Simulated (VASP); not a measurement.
# GaN (Fm-3m) in VASP: notebook, part 2 of 2

VASP 6.6.1. Earlier steps stand in the parts before.

## (4) Single point, LDA

This run uses another cell than the first one, of 8.29 Å³/atom.

File INCAR:

```
SYSTEM = GaN
PREC = Accurate ; ENCUT = 600
EDIFF = 1E-6 ; ISMEAR = 0
SIGMA = 0.01 ; LREAL = .FALSE.
LASPH = .TRUE. ; NELM = 120
ALGO = Normal ; ISIF = 2
LWAVE = .FALSE. ; LCHARG = .FALSE.
GGA = CA ; NBANDS = 16
GGA_COMPAT = .FALSE.
```

File KPOINTS:

```
regular mesh
0
G
  8 8 8
  0 0 0
```

File POSCAR:

```
GaN
1.0
    0.0000000000      2.0241718575      2.0241718575
    2.0241718575      0.0000000000      2.0241718575
    2.0241718575      2.0241718575      0.0000000000
Ga N
1 1
Direct
    0.0000000000      0.0000000000      0.0000000000
    0.5000000000      0.5000000000      0.5000000000
```

Potentials or basis: VASP PAW LDA potentials, release 64 (Ga_d, N).

Launch:

```
$ cat potpaw_LDA.64/Ga_d/POTCAR potpaw_LDA.64/N/POTCAR > POTCAR
$ mpirun -np 1 vasp_std > vasp.out
```

OUTCAR:

```text
SYSTEM = GaN
   PREC = Accurate
   ENCUT = 600
   EDIFF = 1E-6
   ISMEAR = 0
   LREAL = .FALSE.
   LASPH = .TRUE.
   NELM = 120
   ISIF = 2
   GGA = CA

 ion  position               nearest neighbor table
   1  0.000  0.000  0.000-   2 2.02   2 2.02   2 2.02   2 2.02   2 2.02   2 2.02
   2  0.500  0.500  0.500-   1 2.02   1 2.02   1 2.02   1 2.02   1 2.02   1 2.02

  LATTYP: Found a face centered cubic cell.
 ALAT       =     4.0483437150

  Lattice vectors:

 A1 = (   0.0000000000,   2.0241718575,   2.0241718575)
 A2 = (   2.0241718575,   0.0000000000,   2.0241718575)
 A3 = (   2.0241718575,   2.0241718575,   0.0000000000)

Analysis of symmetry for initial positions (statically):
=====================================================================
 Subroutine PRICEL returns:
 Original cell was already a primitive cell.

 Routine SETGRP: Setting up the symmetry group for a
 face centered cubic supercell.

 Subroutine GETGRP returns: Found 48 space group operations
 (whereof 48 operations were pure point group operations)
 out of a pool of 48 trial point group operations.

The static configuration has the point symmetry O_h .

Analysis of symmetry for dynamics (positions and initial velocities):
=====================================================================
 Subroutine PRICEL returns:
 Original cell was already a primitive cell.

 Routine SETGRP: Setting up the symmetry group for a
 face centered cubic supercell.

 Subroutine GETGRP returns: Found 48 space group operations
 (whereof 48 operations were pure point group operations)
 out of a pool of 48 trial point group operations.

The dynamic configuration has the point symmetry O_h .

 Subroutine INISYM returns: Found 48 space group operations
 (whereof 48 operations are pure point group operations),
 and found     1 'primitive' translations

----------------------------------------------------------------------------------------

                                     Primitive cell

  volume of cell :      16.5872

  direct lattice vectors                    reciprocal lattice vectors
     0.000000000  2.024171857  2.024171857    -0.247014599  0.247014599  0.247014599
     2.024171857  0.000000000  2.024171857     0.247014599 -0.247014599  0.247014599
     2.024171857  2.024171857  0.000000000     0.247014599  0.247014599 -0.247014599

  length of vectors
     2.862611293  2.862611293  2.862611293     0.427841836  0.427841836  0.427841836

  position of ions in fractional coordinates (direct lattice)
     0.000000000  0.000000000  0.000000000
     0.500000000  0.500000000  0.500000000

  ion indices of the primitive-cell ions
   primitive index   ion index
                 1           1
                 2           2

----------------------------------------------------------------------------------------

 KPOINTS: regular mesh

Automatic generation of k-mesh.
 Grid dimensions read from file:
 generate k-points for:    8    8    8

 Generating k-lattice:

  Cartesian coordinates                     Fractional coordinates (reciprocal lattice)
    -0.030876825  0.030876825  0.030876825     0.125000000  0.000000000  0.000000000
     0.030876825 -0.030876825  0.030876825     0.000000000  0.125000000  0.000000000
     0.030876825  0.030876825 -0.030876825     0.000000000  0.000000000  0.125000000

  Length of vectors
     0.053480229  0.053480229  0.053480229

  Shift w.r.t. Gamma in fractional coordinates (k-lattice)
     0.000000000  0.000000000  0.000000000

 Subroutine IBZKPT returns following result:
 ===========================================

 Found     29 irreducible k-points:

 Following reciprocal coordinates:
            Coordinates               Weight
  0.000000  0.000000  0.000000      1.000000
  0.125000  0.000000  0.000000      8.000000
  0.250000  0.000000  0.000000      8.000000
  0.375000  0.000000  0.000000      8.000000
  0.500000  0.000000  0.000000      4.000000
  0.125000  0.125000  0.000000      6.000000
[... 16 lines left out ...]
  0.500000  0.250000  0.125000     48.000000
 -0.375000  0.250000  0.125000     24.000000
 [... further k-points ...]
   k-points           NKPTS =     29   k-points in BZ     NKDIM =     29   number of bands    NBANDS=     16
   number of dos      NEDOS =    301   number of ions     NIONS =      2
   total plane-waves  NPLWV =  13824
   dimension x,y,z NGX =    24 NGY =   24 NGZ =   24
   dimension x,y,z NGXF=    48 NGYF=   48 NGZF=   48
   ions per type =               1   1
   NGX,Y,Z   is equivalent  to a cutoff of  13.94, 13.94, 13.94 a.u.
   NGXF,Y,Z  is equivalent  to a cutoff of  27.88, 27.88, 27.88 a.u.
 SYSTEM =  GaN
   PREC   = accura    normal or accurate (medium, high low for compatibility)
   ISTART =      0    job   : 0-new  1-cont  2-samecut
   ICHARG =      2    charge: 1-file 2-atom 10-const
   ISPIN  =      1    spin polarized calculation?
   LNONCOLLINEAR =      F non collinear calculations
   LSORBIT =      F    spin-orbit coupling
   LASPH  =      T    aspherical Exc in radial PAW
   ENCUT  =  600.0 eV  44.10 Ry    6.64 a.u.   5.72  5.72  5.72*2*pi/ulx,y,z
   NELM   =    120;   NELMIN=  2; NELMDL= -5     # of ELM steps
   EDIFF  = 0.1E-05   stopping-criterion for ELM
   LREAL  =      F    real-space projection
   EDIFFG = 0.1E-04   stopping-criterion for IOM
   NSW    =      0    number of steps for IOM
   IBRION =     -1    ionic relax: 0-MD 1-quasi-New 2-CG
   NFREE  =      0    steps in history (QN), initial steepest desc. (CG)
   ISIF   =      2    stress and relaxation
   ISYM   =      2    0-nonsym 1-usesym 2-fastsym
   POTIM  = 0.5000    time-step for ionic-motion
   TEBEG  =    0.0;   TEEND  =   0.0 temperature during run
   PSTRESS=    0.0 pullay stress
   NELECT =      18.0000    total number of electrons
   NUPDOWN=      -1.0000    fix difference up-down
   EMIN   =  10.00;   EMAX   =-10.00  energy-range for DOS
   EFERMI =   0.00;   METHOD = LEGACY
   ISMEAR =     0;   SIGMA  =   0.01  broadening in eV -4-tet -1-fermi 0-gaus
   EFERMI_NEDOS =   21; number of points for ismear=-14 and -15
   IALGO  =     38    algorithm
   IMIX   =      4    mixing-type and parameters
     AMIX     =   0.40;   BMIX     =  1.00
     AMIX_MAG =   1.60;   BMIX_MAG =  1.00
  volume/ion in A,a.u.               =       8.29        55.97
  Fermi-wavevector in a.u.,A,eV,Ry     =   1.682319  3.179121 38.507159  2.830196
  Thomas-Fermi vector in A             =   2.765719
   LORBIT       =      0    0 simple, 1 ext, 2 COOP (PROOUT), +10 PAW based schemes
   GGA     = CA    functional components
   LHFCALC =     F    Hartree Fock is set to
   AEXX    =    0.0000 exact exchange contribution
   IVDW    =     0    specifies the selected vdW correction
   LEPSILON=     F    determine dielectric tensor
   LRPA    =     F    only Hartree local field effects (RPA)
 non-spin polarized calculation
 Gauss-broadening in eV      SIGMA  =   0.01
  energy-cutoff  :      600.00
  volume of cell :       16.59
 maximum number of plane-waves:       568
   NGX = 11   NGY = 11   NGZ = 11

 number of electron      18.0000006 magnetization

 Free energy of the ion-electron system (eV)
  ---------------------------------------------------
  ext. energy  EPLUGINS =         0.00000000
  ---------------------------------------------------
  free energy    TOTEN  =       -12.91700969 eV

  energy without entropy =      -12.91700969  energy(sigma->0) =      -12.91700969

 E-fermi :   9.4719     XC(G=0): -14.2379

 val. band max:        9.4134851826   @ k =  -0.2500   0.1250   0.0000
 cond. band min:      10.7050666103   @ k =   0.5000   0.5000   0.0000
 fundamental gap:      1.2915814277
 Fermi energy:         9.4719380336

 k-point     1 :       0.0000    0.0000    0.0000
  band No.  band energies     occupation
      1      -9.1730      2.00000
      2      -4.6801      2.00000
      3      -4.6801      2.00000
      4      -4.6801      2.00000
      5      -4.5427      2.00000
      6      -4.5427      2.00000
[... 8 lines left out ...]
     15      26.8883      0.00000
     16      26.8883      0.00000
[... 419 lines left out ...]
 k-point    24 :      -0.3750    0.2500    0.1250
  band No.  band energies     occupation
      1      -6.2169      2.00000
      2      -4.9082      2.00000
      3      -4.7565      2.00000
      4      -4.6449      2.00000
      5      -4.3485      2.00000
      6      -3.0516      2.00000
[... 8 lines left out ...]
     15      29.7997      0.00000
     16      34.6347      0.00000

 [... further k-points ...]

------------------------ aborting loop because EDIFF is reached ----------------------------------------

  FORCE on cell =-STRESS in cart. coord.  units (eV):
  Direction    XX          YY          ZZ          XY          YZ          ZX
  --------------------------------------------------------------------------------------
  -------------------------------------------------------------------------------------
  Total        3.3082986      3.3082986      3.3082986      0.0000000      0.0000000      0.0000000
  in kB      319.5531798    319.5531798    319.5531798      0.0000000      0.0000000      0.0000000
  external PRESSURE =     319.5531798 kB  Pullay stress =       0.0000000 kB

 VOLUME and BASIS-vectors are now :
 -----------------------------------------------------------------------------
  energy-cutoff  :      600.00
  volume of cell :       16.59
      direct lattice vectors                 reciprocal lattice vectors
     0.000000000  2.024171857  2.024171857    -0.247014599  0.247014599  0.247014599
     2.024171857  0.000000000  2.024171857     0.247014599 -0.247014599  0.247014599
     2.024171857  2.024171857  0.000000000     0.247014599  0.247014599 -0.247014599

 POSITION                                       TOTAL-FORCE (eV/Angst)
 -----------------------------------------------------------------------------------
      0.00000      0.00000      0.00000        -0.000000     -0.000000     -0.000000
      2.02417      2.02417      2.02417         0.000000      0.000000      0.000000
 -----------------------------------------------------------------------------------
    total drift:                                0.000000     -0.000000     -0.000000

  FREE ENERGIE OF THE ION-ELECTRON SYSTEM (eV)
  ---------------------------------------------------
  free  energy   TOTEN  =       -12.9170096910 eV

  energy  without entropy=      -12.9170096910  energy(sigma->0) =      -12.91700969
```

stdout:

```text
POSCAR found type information on POSCAR GaN
 POSCAR found :  2 types and       2 ions
 scaLAPACK will be used
 LDA part: xc-table for (Slater(with rela. corr.)+CA(PZ))
 , standard interpolation
 POSCAR, INCAR and KPOINTS ok, starting setup
 FFT: planning ... GRIDC
 FFT: planning ... GRID_SOFT
 FFT: planning ... GRID
 WAVECAR not read
 entering main loop
```

Run time: 7 s. Hardware: 1 thread of Intel Xeon Platinum 8488C (Sapphire Rapids), shared host; peak memory 0.13 GiB.

Results:

```yaml
Free_energy: -12.9170 eV
Pressure: 32.0 GPa
Band_gap_on_the_k_mesh: 1.29 eV (least direct gap 4.59 eV)
```

Caveat: the cell stands under pressure.

## (5) Single point, LDA

This run uses another cell than the first one, of 8.09 Å³/atom.

File INCAR:

```
SYSTEM = GaN
  PREC = Accurate
  ENCUT = 600
  EDIFF = 1E-6
  ISMEAR = 0
  SIGMA = 0.01
  LREAL = .False.
  LASPH = .True.
  NELM = 120
  ALGO = Normal
  ISIF = 2
  LWAVE = .False.
  LCHARG = .False.
  GGA = CA
  NBANDS = 16
  GGA_COMPAT = .False.
```

File KPOINTS:

```
regular mesh
0
Gamma
  8 8 8
  0 0 0
```

File POSCAR:

```
GaN
1.0
    0.0000000000      2.0073114102      2.0073114102
    2.0073114102      0.0000000000      2.0073114102
    2.0073114102      2.0073114102      0.0000000000
Ga N
1 1
Direct
    0.0000000000      0.0000000000      0.0000000000
    0.5000000000      0.5000000000      0.5000000000
```

Potentials or basis: VASP PAW LDA potentials, release 64 (Ga_d, N).

Launch:

```
$ cat potpaw_LDA.64/Ga_d/POTCAR potpaw_LDA.64/N/POTCAR > POTCAR
$ mpirun -np 1 vasp_std > vasp.out
```

OUTCAR:

```text
SYSTEM = GaN
   PREC = Accurate
   ENCUT = 600
   EDIFF = 1E-6
   ISMEAR = 0
   LREAL = .False.
   LASPH = .True.
   NELM = 120
   ISIF = 2
   GGA = CA

 ion  position               nearest neighbor table
   1  0.000  0.000  0.000-   2 2.01   2 2.01   2 2.01   2 2.01   2 2.01   2 2.01
   2  0.500  0.500  0.500-   1 2.01   1 2.01   1 2.01   1 2.01   1 2.01   1 2.01

  LATTYP: Found a face centered cubic cell.
 ALAT       =     4.0146228204

  Lattice vectors:

 A1 = (   0.0000000000,   2.0073114102,   2.0073114102)
 A2 = (   2.0073114102,   0.0000000000,   2.0073114102)
 A3 = (   2.0073114102,   2.0073114102,   0.0000000000)

Analysis of symmetry for initial positions (statically):
=====================================================================
 Subroutine PRICEL returns:
 Original cell was already a primitive cell.

 Routine SETGRP: Setting up the symmetry group for a
 face centered cubic supercell.

 Subroutine GETGRP returns: Found 48 space group operations
 (whereof 48 operations were pure point group operations)
 out of a pool of 48 trial point group operations.

The static configuration has the point symmetry O_h .

Analysis of symmetry for dynamics (positions and initial velocities):
=====================================================================
[... 163 lines left out ...]
 Fermi energy:         9.9104583734

 k-point     1 :       0.0000    0.0000    0.0000
  band No.  band energies     occupation
      1      -9.1013      2.00000
      2      -4.3266      2.00000
      3      -4.3266      2.00000
      4      -4.3266      2.00000
      5      -4.1798      2.00000
      6      -4.1798      2.00000
[... 433 lines left out ...]
      3      -4.4160      2.00000
      4      -4.2991      2.00000
      5      -3.9723      2.00000
      6      -2.7080      2.00000
[... 8 lines left out ...]
     15      30.4735      0.00000
     16      35.3443      0.00000

 [... further k-points ...]

------------------------ aborting loop because EDIFF is reached ----------------------------------------

  FORCE on cell =-STRESS in cart. coord.  units (eV):
  Direction    XX          YY          ZZ          XY          YZ          ZX
  --------------------------------------------------------------------------------------
  -------------------------------------------------------------------------------------
  Total        4.2581599      4.2581599      4.2581599      0.0000000      0.0000000     -0.0000000
  in kB      421.7531062    421.7531062    421.7531062      0.0000000      0.0000000     -0.0000000
  external PRESSURE =     421.7531062 kB  Pullay stress =       0.0000000 kB

 VOLUME and BASIS-vectors are now :
 -----------------------------------------------------------------------------
  energy-cutoff  :      600.00
  volume of cell :       16.18
      direct lattice vectors                 reciprocal lattice vectors
     0.000000000  2.007311410  2.007311410    -0.249089403  0.249089403  0.249089403
     2.007311410  0.000000000  2.007311410     0.249089403 -0.249089403  0.249089403
     2.007311410  2.007311410  0.000000000     0.249089403  0.249089403 -0.249089403

 POSITION                                       TOTAL-FORCE (eV/Angst)
 -----------------------------------------------------------------------------------
      0.00000      0.00000      0.00000         0.000000      0.000000      0.000000
      2.00731      2.00731      2.00731         0.000000      0.000000      0.000000
 -----------------------------------------------------------------------------------
    total drift:                                0.000000     -0.000000     -0.000000

  FREE ENERGIE OF THE ION-ELECTRON SYSTEM (eV)
  ---------------------------------------------------
  free  energy   TOTEN  =       -12.8212592089 eV

  energy  without entropy=      -12.8212592089  energy(sigma->0) =      -12.82125921
```

OSZICAR:

```text
N       E                     dE             d eps       ncg     rms          rms(c)
DAV:   1     0.743825393379E+02    0.74383E+02   -0.10058E+04  1104   0.239E+03
DAV:   2    -0.109222418116E+02   -0.85305E+02   -0.79878E+02  1088   0.343E+02
DAV:   3    -0.148690812666E+02   -0.39468E+01   -0.39344E+01  1016   0.613E+01
DAV:   4    -0.148985218032E+02   -0.29441E-01   -0.29439E-01  1168   0.529E+00
DAV:   5    -0.148988003608E+02   -0.27856E-03   -0.27856E-03  1056   0.481E-01    0.772E+00
DAV:   6    -0.128904878979E+02    0.20083E+01   -0.42545E+00  1312   0.466E+01    0.244E+00
DAV:   7    -0.128494659980E+02    0.41022E-01   -0.23368E-01  1072   0.479E+00    0.155E+00
DAV:   8    -0.128224883149E+02    0.26978E-01   -0.26497E-02  1256   0.239E+00    0.345E-01
DAV:   9    -0.128213789648E+02    0.11094E-02   -0.48649E-03  1232   0.220E+00    0.849E-02
DAV:  10    -0.128212599344E+02    0.11903E-03   -0.41033E-04  1112   0.285E-01    0.130E-02
DAV:  11    -0.128212592932E+02    0.64123E-06   -0.24500E-05  1152   0.505E-02    0.137E-02
DAV:  12    -0.128212592089E+02    0.84266E-07   -0.38550E-07   752   0.122E-02
   1 F= -.12821259E+02 E0= -.12821259E+02  d E =-.182268E-76
```

stdout:

```text
POSCAR found type information on POSCAR GaN
 POSCAR found :  2 types and       2 ions
 scaLAPACK will be used
 LDA part: xc-table for (Slater(with rela. corr.)+CA(PZ))
 , standard interpolation
 POSCAR, INCAR and KPOINTS ok, starting setup
 FFT: planning ... GRIDC
 FFT: planning ... GRID_SOFT
 FFT: planning ... GRID
 WAVECAR not read
 entering main loop
```

Wall time 5.8 s (1 thread of Intel Xeon Platinum 8488C (Sapphire Rapids), shared host); peak memory 0.13 GiB.

Results:

* Free energy: -12.8213 eV
* Pressure: 42.2 GPa
* Band gap on the k mesh: 1.47 eV (least direct gap 4.97 eV)

Levels at points of the mesh, in eV from the valence-band top:
| k point | band 5 | band 6 | band 7 | band 8 | band 9 | band 10 | band 11 | band 12 | band 13 | band 14 |
| --- | --- | --- | --- | --- | --- | --- | --- | --- | --- | --- |
| (0.00, 0.00, 0.00) | -13.96 | -13.96 | -0.72 | -0.72 | -0.72 | 4.25 | 15.60 | 15.60 | 15.60 | 16.49 |
| (0.50, 0.00, 0.00) | -13.76 | -13.76 | -9.13 | -0.14 | -0.14 | 5.35 | 9.81 | 9.81 | 11.40 | 17.79 |
| (0.50, 0.50, 0.00) | -13.67 | -10.48 | -8.47 | -3.70 | -3.70 | 1.47 | 7.95 | 13.38 | 16.38 | 16.38 |

Caveat: the cell stands under pressure.

## (6) Overview

```tsv
cell	gap on the mesh (eV)	pressure (GPa)
a = 2.920 Å, angles 60.0°, 2 atoms	0.88	11.5
a = 2.889 Å, angles 60.0°, 2 atoms	1.10	21.7
a = 2.863 Å, angles 60.0°, 2 atoms	1.29	32.0
a = 2.839 Å, angles 60.0°, 2 atoms	1.47	42.2
```

Alike in all rows: task single point; level LDA; potentials or basis VASP PAW LDA potentials, release 64 (Ga_d, N); no spin polarisation; k mesh 8 × 8 × 8; cutoff (eV) 600; smearing gaussian 0.01 eV.

Caveats: the cell stands under pressure.

Total energies depend on the potentials used, so only differences within one code and one set of settings carry meaning.
